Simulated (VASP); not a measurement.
A run of VASP 6.6.1 is set up as follows.

INCAR

```
PREC = Accurate
ENCUT = 520
EDIFF = 1E-6
ISMEAR = 0
SIGMA = 0.15
LREAL = False
LASPH = True
NELM = 100
ALGO = Fast
ISIF = 2
LWAVE = False
LCHARG = False
GGA = PE
NBANDS = 12
```

File KPOINTS:

```
regular mesh
0
Gamma
  22 22 22
```

POSCAR

```
Ta
1.0
   -1.2713336026      1.6738407664      1.6738407664
    1.6738407664     -1.2713336026      1.6738407664
    1.6738407664      1.6738407664     -1.2713336026
Ta
1
Direct
    0.0000000000      0.0000000000      0.0000000000
```

Potentials or basis: VASP PAW PBE potentials, release 64 (Ta_pv).

The run is started by

```sh
$ cat potpaw_PBE.64/Ta_pv/POTCAR > POTCAR
$ mpirun -np 1 vasp_std > vasp.out
```

Question: Predict the band gap on the k mesh.

Answer: Zero (an odd number of electrons rules out a gap without spin polarisation).

Question: Estimate the pressure.

Answer: 13.5 GPa.

Stress tensor (GPa, compression positive):
```
 13.52 -13.81 -13.81
-13.81  13.52 -13.81
-13.81 -13.81  13.52
```

Caveat: the cell stands under pressure; spin-orbit coupling is left out, which moves the levels of the heavy elements.
